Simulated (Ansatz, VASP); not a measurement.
B2Cl3: VASP beside Ansatz

```
B Cl
1.0
     3.38614    0.00000    0.00000
    -1.69307    2.93248    0.00000
     0.00000    0.00000    9.12759
B Cl
2 3
Direct
  0.33333 0.66667 0.16046
  0.66667 0.33333 0.83954
  0.00000 0.00000 0.00000
  0.33333 0.66667 0.70307
  0.66667 0.33333 0.29693
```

Alike in both runs: task relaxation of cell and atoms; functional PBE; k mesh 12 × 12 × 4; occupations gaussian, width 0.1 eV; no spin polarisation.

|  | VASP | Ansatz |
| --- | --- | --- |
| version | VASP 6.6.1 | Ansatz 0.2.0 |
| potentials or method | VASP PAW PBE potentials, release 64 (B, Cl), cutoff 600 eV | scalar-relativistic, plane waves, PAW |
| valence electrons in the cell | 27 | 27 |

```tsv
	VASP	Ansatz	Ansatz less VASP
gap on the k mesh at the Fermi level, each at its own relaxed structure (eV)	none	none	-
relaxed volume (Å³/atom)	18.00	18.34	+0.341
relaxed length of the cell vector where the two differ most in proportion (Å)	9.307	9.478	+0.1717
```

A gap of «none» marks a metal or a gap that the smearing closes.
